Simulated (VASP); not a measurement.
# Hf (P6_3/mmc) in VASP: a series of runs

Hf is run at these levels: PBEsol; tasks: single point.

Everything below comes from runs of VASP 6.6.1. Logs are shortened: lines on timing, memory, paths and dates and some standing lists are left out, and cuts for length are marked.

## Step 1: The cell of the first run

Symmetry: P6_3/mmc, No. 194, hexagonal system. The conventional cell has a = 3.318 Å, b = 3.318 Å, c = 4.397 Å, α = 90.00°, β = 90.00°, γ = 120.00°. Within 3.8 Å of Hf (site symmetry -6m2) lie 12 Hf at 2.92 to 3.32 Å.

## Step 2: Single point, PBEsol

The input, INCAR:

```
SYSTEM = Hf
ALGO = Fast
EDIFF = 1E-6
ENCUT = 520
GGA = PS
ISIF = 2
ISMEAR = 0
LASPH = .TRUE.
LCHARG = .FALSE.
LREAL = .FALSE.
LWAVE = .FALSE.
NBANDS = 17
NELM = 60
PREC = Accurate
SIGMA = 0.15
```

The input, KPOINTS:

```
k-points
0
G
  18 18 10
  0 0 0
```

The input, POSCAR:

```
Hf
1.0
    3.3183000000      0.0000000000      0.0000000000
   -1.6591500000      2.8737320974      0.0000000000
    0.0000000000      0.0000000000      4.3967000000
Hf
2
Direct
    0.3333333333      0.6666666667      0.2500000000
    0.6666666667      0.3333333333      0.7500000000
```

Potentials or basis: VASP PAW PBE potentials, release 64 (Hf_pv).

Started as:

```bash
$ cat potpaw_PBE.64/Hf_pv/POTCAR > POTCAR
$ mpirun -np 1 vasp_std > vasp.out
```

OUTCAR:

```text
SYSTEM = Hf
   EDIFF = 1E-6
   ENCUT = 520
   GGA = PS
   ISIF = 2
   ISMEAR = 0
   LASPH = .TRUE.
   LREAL = .FALSE.
   NELM = 60
   PREC = Accurate

 ion  position               nearest neighbor table
   1  0.333  0.667  0.250-   2 2.92   2 2.92   2 2.92   2 2.92   2 2.92   2 2.92
   2  0.667  0.333  0.750-   1 2.92   1 2.92   1 2.92   1 2.92   1 2.92   1 2.92

  LATTYP: Found a hexagonal cell.
 ALAT       =     3.3183000000
 C/A-ratio  =     1.3249856854

  Lattice vectors:

 A1 = (   3.3183000000,   0.0000000000,   0.0000000000)
 A2 = (  -1.6591500000,   2.8737320974,   0.0000000000)
 A3 = (   0.0000000000,   0.0000000000,   4.3967000000)

Analysis of symmetry for initial positions (statically):
=====================================================================
 Subroutine PRICEL returns:
 Original cell was already a primitive cell.

 Routine SETGRP: Setting up the symmetry group for a
 hexagonal supercell.

 Subroutine GETGRP returns: Found 24 space group operations
 (whereof 12 operations were pure point group operations)
 out of a pool of 24 trial point group operations.

The static configuration has the point symmetry D_3d.
 The point group associated with its full space group is D_6h.

Analysis of symmetry for dynamics (positions and initial velocities):
=====================================================================
 Subroutine PRICEL returns:
 Original cell was already a primitive cell.

 Routine SETGRP: Setting up the symmetry group for a
 hexagonal supercell.

 Subroutine GETGRP returns: Found 24 space group operations
 (whereof 12 operations were pure point group operations)
 out of a pool of 24 trial point group operations.

The dynamic configuration has the point symmetry D_3d.
 The point group associated with its full space group is D_6h.

 Subroutine INISYM returns: Found 24 space group operations
 (whereof 12 operations are pure point group operations),
 and found     1 'primitive' translations

----------------------------------------------------------------------------------------

                                     Primitive cell

  volume of cell :      41.9265

  direct lattice vectors                    reciprocal lattice vectors
     3.318300000  0.000000000  0.000000000     0.301359130  0.173989775  0.000000000
    -1.659150000  2.873732097  0.000000000     0.000000000  0.347979549  0.000000000
     0.000000000  0.000000000  4.396700000     0.000000000  0.000000000  0.227443310

  length of vectors
     3.318300000  3.318300000  4.396700000     0.347979549  0.347979549  0.227443310

  position of ions in fractional coordinates (direct lattice)
[... 77 lines left out ...]
   ENCUT  =  520.0 eV  38.22 Ry    6.18 a.u.   6.17  6.17  8.17*2*pi/ulx,y,z
   NELM   =     60;   NELMIN=  2; NELMDL= -5     # of ELM steps
   EDIFF  = 0.1E-05   stopping-criterion for ELM
   LREAL  =      F    real-space projection
   EDIFFG = 0.1E-04   stopping-criterion for IOM
   NSW    =      0    number of steps for IOM
   IBRION =     -1    ionic relax: 0-MD 1-quasi-New 2-CG
   NFREE  =      0    steps in history (QN), initial steepest desc. (CG)
   ISIF   =      2    stress and relaxation
   ISYM   =      2    0-nonsym 1-usesym 2-fastsym
   POTIM  = 0.5000    time-step for ionic-motion
   TEBEG  =    0.0;   TEEND  =   0.0 temperature during run
   PSTRESS=    0.0 pullay stress
   NELECT =      20.0000    total number of electrons
   NUPDOWN=      -1.0000    fix difference up-down
   EMIN   =  10.00;   EMAX   =-10.00  energy-range for DOS
   EFERMI =   0.00;   METHOD = LEGACY
   ISMEAR =     0;   SIGMA  =   0.15  broadening in eV -4-tet -1-fermi 0-gaus
   EFERMI_NEDOS =   21; number of points for ismear=-14 and -15
   IALGO  =     68    algorithm
   IMIX   =      4    mixing-type and parameters
     AMIX     =   0.40;   BMIX     =  1.00
     AMIX_MAG =   1.60;   BMIX_MAG =  1.00
  volume/ion in A,a.u.               =      20.96       141.47
  Fermi-wavevector in a.u.,A,eV,Ry     =   1.279151  2.417245 22.262233  1.636228
  Thomas-Fermi vector in A             =   2.411653
   LORBIT       =      0    0 simple, 1 ext, 2 COOP (PROOUT), +10 PAW based schemes
   GGA     = PS    functional components
   LHFCALC =     F    Hartree Fock is set to
   AEXX    =    0.0000 exact exchange contribution
   IVDW    =     0    specifies the selected vdW correction
   LEPSILON=     F    determine dielectric tensor
   LRPA    =     F    only Hartree local field effects (RPA)
 non-spin polarized calculation
 RMM-DIIS sequential band-by-band and
 Gauss-broadening in eV      SIGMA  =   0.15
  energy-cutoff  :      520.00
  volume of cell :       41.93
 maximum number of plane-waves:      1157
 NGX is ok and might be reduce to    28
   NGX = 13   NGY = 13   NGZ = 17

 number of electron      20.0000003 magnetization

 Free energy of the ion-electron system (eV)
  ---------------------------------------------------
  ext. energy  EPLUGINS =         0.00000000
  ---------------------------------------------------
  free energy    TOTEN  =       -20.65752508 eV

  energy without entropy =      -20.64068795  energy(sigma->0) =      -20.64910652

 E-fermi :   5.1260     XC(G=0): -11.6748

 val. band max:        5.1225152753   @ k =   0.4444   0.1111   0.0000
 cond. band min:       5.1435662544   @ k =   0.0556   0.0000   0.5000
 fundamental gap:      0.0210509792
 Fermi energy:         5.1259747249

 k-point     1 :       0.0000    0.0000    0.0000
  band No.  band energies     occupation
      1     -26.0193      2.00000
      2     -25.1506      2.00000
      3     -25.1506      2.00000
      4     -24.7985      2.00000
      5     -24.7985      2.00000
      6     -24.6173      2.00000
[... 457 lines left out ...]
      4     -25.2022      2.00000
      5     -25.0581      2.00000
      6     -24.8284      2.00000
[... 9 lines left out ...]
     16      11.3819      0.00000
     17      12.1918      0.00000

 [... further k-points ...]
[... 5 lines left out ...]
  --------------------------------------------------------------------------------------
  -------------------------------------------------------------------------------------
  Total       -0.4125243     -0.4125243      4.6659139      0.0000000      0.0000000     -0.0000000
  in kB      -15.7641807    -15.7641807    178.3029554      0.0000000      0.0000000     -0.0000000
  external PRESSURE =      48.9248647 kB  Pullay stress =       0.0000000 kB

 VOLUME and BASIS-vectors are now :
 -----------------------------------------------------------------------------
  energy-cutoff  :      520.00
  volume of cell :       41.93
      direct lattice vectors                 reciprocal lattice vectors
     3.318300000  0.000000000  0.000000000     0.301359130  0.173989775  0.000000000
    -1.659150000  2.873732097  0.000000000     0.000000000  0.347979549  0.000000000
     0.000000000  0.000000000  4.396700000     0.000000000  0.000000000  0.227443310

 POSITION                                       TOTAL-FORCE (eV/Angst)
 -----------------------------------------------------------------------------------
     -0.00000      1.91582      1.09918        -0.000000      0.000000      0.000000
      1.65915      0.95791      3.29753         0.000000      0.000000      0.000000
 -----------------------------------------------------------------------------------
    total drift:                               -0.000000      0.000000     -0.000000

  FREE ENERGIE OF THE ION-ELECTRON SYSTEM (eV)
  ---------------------------------------------------
  free  energy   TOTEN  =       -20.6575250836 eV

  energy  without entropy=      -20.6406879522  energy(sigma->0) =      -20.64910652
```

stdout:

```text
POSCAR found type information on POSCAR Hf
 POSCAR found :  1 types and       2 ions
 scaLAPACK will be used
 -----------------------------------------------------------------------------
|                                                                             |
|                                                                             |
|     You enforced a specific xc type in the INCAR file but a different       |
|     I HOPE YOU KNOW WHAT YOU ARE DOING!                                     |
|                                                                             |
 -----------------------------------------------------------------------------

 LDA part: xc-table for (Slater+PW92), standard interpolation
 POSCAR, INCAR and KPOINTS ok, starting setup
 FFT: planning ... GRIDC
 FFT: planning ... GRID_SOFT
 FFT: planning ... GRID
 WAVECAR not read
 entering main loop
```

It took 2.1 min on 1 thread of Intel Xeon 6975P-C, shared host; peak memory 0.27 GiB.

What came out:

| Quantity | Value |
| --- | --- |
| Free energy | -20.6575 eV |
| Pressure | 4.9 GPa |
| Band gap on the k mesh | zero (bands 10 and 11 overlap by 1.33 eV) |

Levels at points of the mesh, in eV from the Fermi level:
```csv
k point,band 8,band 9,band 10,band 11,band 12,band 13
"(0.00, 0.00, 0.00)",-3.65,0.75,0.75,1.47,1.47,2.17
"(0.50, 0.00, 0.00)",-3.07,-1.89,-1.21,-0.23,2.23,2.96
"(0.00, 0.00, 0.50)",-4.82,0.16,0.16,0.16,0.16,1.19
"(0.50, 0.00, 0.50)",-3.43,-0.45,-0.45,1.53,1.53,2.05
```

Caveat: the stress differs along the axes, from -2 to 18 GPa; the PAW data sets were made with another functional, which shifts forces and pressure a little; spin-orbit coupling is left out, which moves the levels of the heavy elements.

## Step 3: Single point, PBEsol

This run uses another cell than the first one, of 21.34 Å³/atom.

The input, INCAR:

```
SYSTEM = Hf
ALGO     = Fast           ! electronic algorithm
EDIFF    = 1E-7           ! SCF threshold, eV
ENCUT    = 520            ! plane-wave cutoff, eV
GGA      = PS             ! functional
ISIF     = 2              ! what is computed and relaxed
ISMEAR   = 0              ! smearing method
LASPH    = .TRUE.         ! aspherical terms in the spheres
LCHARG   = .TRUE.         ! write CHGCAR
LELF     = .TRUE.         ! ELF
LREAL    = .FALSE.        ! projectors in reciprocal space
LVHAR    = .TRUE.       
LWAVE    = .FALSE.        ! write WAVECAR
NBANDS   = 17             ! bands
NELM     = 100            ! most SCF steps
PREC     = Accurate       ! precision mode
SIGMA    = 0.15           ! smearing width, eV
```

KPOINTS is that of step 2.

The input, POSCAR:

```
Hf
1.0
    3.2393000000      0.0000000000      0.0000000000
   -1.6196500000      2.8053160905      0.0000000000
    0.0000000000      0.0000000000      4.6965000000
Hf
2
Direct
    0.3333333333      0.6666666667      0.2500000000
    0.6666666667      0.3333333333      0.7500000000
```

Potentials or basis: VASP PAW PBE potentials, release 64 (Hf_pv).

Started as:

```bash
$ cat potpaw_PBE.64/Hf_pv/POTCAR > POTCAR
$ mpirun -np 1 vasp_std > vasp.out
```

OUTCAR:

```text
SYSTEM = Hf
   EDIFF = 1E-7
   ENCUT = 520
   GGA = PS
   ISIF = 2
   ISMEAR = 0
   LASPH = .TRUE.
   LREAL = .FALSE.
   NELM = 100
   PREC = Accurate

 ion  position               nearest neighbor table
   1  0.333  0.667  0.250-   2 3.00   2 3.00   2 3.00   2 3.00   2 3.00   2 3.00
   2  0.667  0.333  0.750-   1 3.00   1 3.00   1 3.00   1 3.00   1 3.00   1 3.00

  LATTYP: Found a hexagonal cell.
 ALAT       =     3.2393000000
 C/A-ratio  =     1.4498502763

  Lattice vectors:

 A1 = (   3.2393000000,   0.0000000000,   0.0000000000)
 A2 = (  -1.6196500000,   2.8053160905,   0.0000000000)
[... 651 lines left out ...]
      4     -25.3672      2.00000
      5     -25.1994      2.00000
      6     -25.0323      2.00000
[... 9 lines left out ...]
     16      11.7150      0.00000
     17      12.2086      0.00000

 [... further k-points ...]
[... 5 lines left out ...]
  --------------------------------------------------------------------------------------
  -------------------------------------------------------------------------------------
  Total       -0.5352240     -0.5352240      2.4774516      0.0000000      0.0000000      0.0000000
  in kB      -20.0927241    -20.0927241     93.0054623      0.0000000      0.0000000      0.0000000
  external PRESSURE =      17.6066713 kB  Pullay stress =       0.0000000 kB

 VOLUME and BASIS-vectors are now :
 -----------------------------------------------------------------------------
  energy-cutoff  :      520.00
  volume of cell :       42.68
      direct lattice vectors                 reciprocal lattice vectors
     3.239300000  0.000000000  0.000000000     0.308708672  0.178233035  0.000000000
    -1.619650000  2.805316090  0.000000000     0.000000000  0.356466069  0.000000000
     0.000000000  0.000000000  4.696500000     0.000000000  0.000000000  0.212924518

 POSITION                                       TOTAL-FORCE (eV/Angst)
 -----------------------------------------------------------------------------------
     -0.00000      1.87021      1.17413         0.000000     -0.000000      0.000000
      1.61965      0.93511      3.52238        -0.000000      0.000000      0.000000
 -----------------------------------------------------------------------------------
    total drift:                               -0.000000      0.000000     -0.000000

  FREE ENERGIE OF THE ION-ELECTRON SYSTEM (eV)
  ---------------------------------------------------
  free  energy   TOTEN  =       -20.9240838856 eV

  energy  without entropy=      -20.9100335537  energy(sigma->0) =      -20.91705872
```

OSZICAR:

```text
N       E                     dE             d eps       ncg     rms          rms(c)
DAV:   1     0.500865168414E+02    0.50087E+02   -0.11451E+04  7564   0.113E+03
DAV:   2    -0.198501076014E+02   -0.69937E+02   -0.68150E+02  9808   0.251E+02
DAV:   3    -0.216561460764E+02   -0.18060E+01   -0.17921E+01  9439   0.272E+01
[... 11 lines left out ...]
RMM:  15    -0.209240864320E+02    0.28279E-04   -0.52897E-05  8786   0.475E-02    0.136E-01
RMM:  16    -0.209240839369E+02    0.24951E-05   -0.15943E-05  8723   0.283E-02    0.577E-02
RMM:  17    -0.209240839389E+02   -0.19986E-08   -0.10176E-06 10522   0.719E-03    0.377E-02
RMM:  18    -0.209240838562E+02    0.82680E-07   -0.15187E-06  8386   0.811E-03    0.487E-03
RMM:  19    -0.209240838856E+02   -0.29447E-07   -0.26747E-07  6915   0.380E-03
   1 F= -.20924084E+02 E0= -.20917059E+02  d E =-.140503E-01
```

It took 99 s on 1 thread of Intel Xeon 6975P-C, shared host; peak memory 0.26 GiB.

Results:

```
Free energy            : -20.9241 eV
Pressure               : 1.8 GPa
Band gap on the k mesh : zero (bands 10 and 11 overlap by 1.45 eV)
```

Caveat: the stress differs along the axes, from -2 to 9 GPa; the PAW data sets were made with another functional, which shifts forces and pressure a little; spin-orbit coupling is left out, which moves the levels of the heavy elements.

The gap in the log of VASP goes by the Fermi energy; the results here count the filled bands.